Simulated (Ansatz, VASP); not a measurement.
**Two plane-wave programs on SiC**

```
Si C
1.0
     0.00000    2.00008    2.17400
     2.00008    0.00000    2.17400
     2.00008    2.00008    0.00000
Si C
1 1
Direct
  0.00000 0.00000 0.00000
  0.75000 0.75000 0.75000
```

Change from the starting cell: strain -0.080 along x and y, +0.000 along z, atoms carried along.

Alike in both runs: task single point; functional PBE; k mesh 12 × 12 × 12; occupations gaussian, width 0.05 eV; no spin polarisation.

|  | VASP | Ansatz |
| --- | --- | --- |
| version | VASP 6.6.1 | Ansatz 0.2.0 |
| potentials or method | VASP PAW PBE potentials, release 64 (Si, C), cutoff 520 eV | scalar-relativistic, plane waves, PAW |
| valence electrons in the cell | 8 | 8 |

|  | VASP | Ansatz | Ansatz less VASP |
| --- | --- | --- | --- |
| gap on the k mesh at the Fermi level (eV) | 0.65 | 0.65 | +0.004 |
| least direct gap on the mesh (eV) | 4.59 | 4.61 | +0.011 |
| pressure (GPa) | 56.6 | 56.8 | +0.19 |
| traceless stress, the component that is largest in VASP (GPa) | -17.42 | -17.36 | +0.060 |

Both programs put the cell under a high pressure, so it lies far from rest at this level.
